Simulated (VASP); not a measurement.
Here is a VASP 6.6.1 calculation.

INCAR

```
SYSTEM = Al8Cu4P
PREC     = Accurate       ! precision mode
ENCUT    = 520            ! plane-wave cutoff, eV
EDIFF    = 1E-7           ! SCF threshold, eV
ISMEAR   = -1             ! smearing method
SIGMA    = 0.15           ! smearing width, eV
LREAL    = .False.        ! projectors in reciprocal space
LASPH    = .True.         ! aspherical terms in the spheres
NELM     = 100            ! most SCF steps
ALGO     = Normal         ! electronic algorithm
ISIF     = 2              ! what is computed and relaxed
LWAVE    = .False.        ! write WAVECAR
LCHARG   = .False.        ! write CHGCAR
GGA      = PS             ! functional
NBANDS   = 48             ! bands
```

Contents of KPOINTS:

```
Automatic mesh
0
Gamma
  2 2 1
  0 0 0
```

File POSCAR:

```
Al8Cu4P
1.0
    5.7426620000      0.0000000000      0.0000000000
   -2.8713310000      6.3843160000      0.0000000000
    0.0000000000      0.0000000000     16.4879550000
Al Cu P
8 4 1
Direct
    0.5406819502      0.6835344616      0.1050949011
    0.1239186046      0.8424395033      0.1452454231
    0.3570829959      0.2594639739      0.0955849285
    0.9197336561      0.2237357925      0.1005339959
    0.4228724560     -0.0022242007      0.2952458325
    0.7709588678     -0.2707259478      0.2887744417
   -0.1270970440      0.3167606365      0.3053683735
    0.4058347392      0.3713162068      0.2733025412
    0.7662791704      0.4795971879      0.1784332866
    0.4999946018      0.0000000000      0.0606503354
    0.2391447348      0.6377973772      0.2465375482
    0.0061964540      0.0750119512      0.2484904890
    1.0470192376      0.6438747706      0.3807021550
```

Potentials or basis: VASP PAW PBE potentials, release 64 (Al, Cu, P).

Launch:

```bash
$ cat potpaw_PBE.64/Al/POTCAR potpaw_PBE.64/Cu/POTCAR potpaw_PBE.64/P/POTCAR > POTCAR
$ mpirun -np 1 vasp_std > vasp.out
```

Task: Estimate the largest force.

Result: 1.254 eV/Å.

Task: What does it give for the band gap on the k mesh?

Result: Zero (an odd number of electrons rules out a gap without spin polarisation).

Forces on the atoms (eV/Å):
```
Al  -0.094  0.131  0.682
Al  -0.354  0.150  0.259
Al   1.099  0.104  0.544
Al  -0.991 -0.050  0.766
Al  -0.451 -0.550 -0.263
Al   0.600  0.452  0.302
Al  -0.115  0.723  0.376
Al  -0.478 -1.074 -0.326
Cu   0.188  0.035 -0.869
Cu   0.176 -0.419  0.025
Cu   0.058  0.148  0.021
Cu   0.448  0.191 -0.696
P   -0.085  0.159 -0.822
```

Caveat: the k points lie up to 0.60 Å⁻¹ apart, too coarse for converged energies and pressures of a metal; there is no dipole correction, which matters where the two faces differ; the PAW data sets were made with another functional, which shifts forces and pressure a little.
